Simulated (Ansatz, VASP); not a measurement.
**Two plane-wave programs on AlN**

```
Al N
1.0
     0.06766    2.17716    2.17716
     2.17716    0.06766    2.17716
     2.17716    2.17716    0.06766
Al N
1 1
Direct
  0.00225 0.00225 0.00225
  0.24775 0.24775 0.24775
```

Change from the starting cell: epitaxial_111 strain -3.5%.

Alike in both runs: task single point; functional HSE06; k mesh 8 × 8 × 8; no spin polarisation.

|  | VASP | Ansatz |
| --- | --- | --- |
| version | VASP 6.6.1 | Ansatz 0.2.0 |
| potentials or method | VASP PAW PBE potentials, release 64 (Al, N) | plane waves, PAW |
| plane-wave cutoff (eV) | 520 | 420 |
| occupations | gaussian, width 0.01 eV | fixed |
| valence electrons in the cell | 8 | 8 |

Ansatz gave:

```
gap on the k mesh at the Fermi level (eV)                     : 4.41
pressure (GPa)                                                : 13.0
traceless stress, the component that is largest in VASP (GPa) : -6.80
rms of the force components (eV/Å)                            : 0.005
```

Q: What did VASP give for the same quantities?

A: gap on the k mesh at the Fermi level (eV): 4.41; pressure (GPa): 12.9; traceless stress, the component that is largest in VASP (GPa): -6.86; rms of the force components (eV/Å): 0.007.

Atom by atom the forces differ by 0.001 eV/Å (rms over components). Ansatz's warnings: stress exchange threshold loose, stress scf threshold loose.
